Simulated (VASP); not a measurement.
Set up this calculation in VASP 6.6.1, as the native input.

```yaml
Task: single point
Functional: PBE
Potentials_or_basis: VASP PAW PBE potentials, release 64 (Hf_pv, C)
Cutoff: 520 eV
k_mesh: 10 × 10 × 6
Occupations: fermi-dirac, width 0.05 eV
Spin: no spin polarisation
Dipole_correction: no
Further_INCAR_settings: ALGO = Normal; EDIFF = 1e-07; NBANDS = 22
```

The structure of HfC (NiAs type) lies in POSCAR:

```
HfC
1.0
    3.1930483247      0.0000000000      0.0000000000
   -1.5965241624      2.7652609647      0.0000000000
    0.0000000000      0.0000000000      5.6718182090
Hf C
2 2
Direct
    0.0000000000      0.0000000000      0.0000000000
    0.0000000000      0.0000000000      0.5000000000
    0.3333333333      0.6666666667      0.2500000000
    0.6666666667      0.3333333333      0.7500000000
```

The input as run:

INCAR

```
SYSTEM = HfC
PREC = Accurate ; ENCUT = 520
EDIFF = 1E-7 ; ISMEAR = -1
SIGMA = 0.05 ; LREAL = .False.
LASPH = .True. ; NELM = 100
ALGO = Normal ; ISIF = 2
LWAVE = .False. ; LCHARG = .False.
GGA = PE ; NBANDS = 22
```

KPOINTS

```
regular mesh
0
Gamma
  10 10 6
  0 0 0
```

Potentials or basis: VASP PAW PBE potentials, release 64 (Hf_pv, C).

The run is started by

```sh
$ cat potpaw_PBE.64/Hf_pv/POTCAR potpaw_PBE.64/C/POTCAR > POTCAR
$ mpirun -np 1 vasp_std > vasp.out
```

Results of the run:

```
Pressure               : 13.9 GPa
Band gap on the k mesh : zero (bands 14 and 15 overlap by 1.64 eV)
```

Caveat: the cell stands under pressure; spin-orbit coupling is left out, which moves the levels of the heavy elements.

Run time: 35 s on 1 thread of Intel(R) Xeon(R) Platinum 8488C (Sapphire Rapids), on a shared host, peak memory 0.19 GiB.
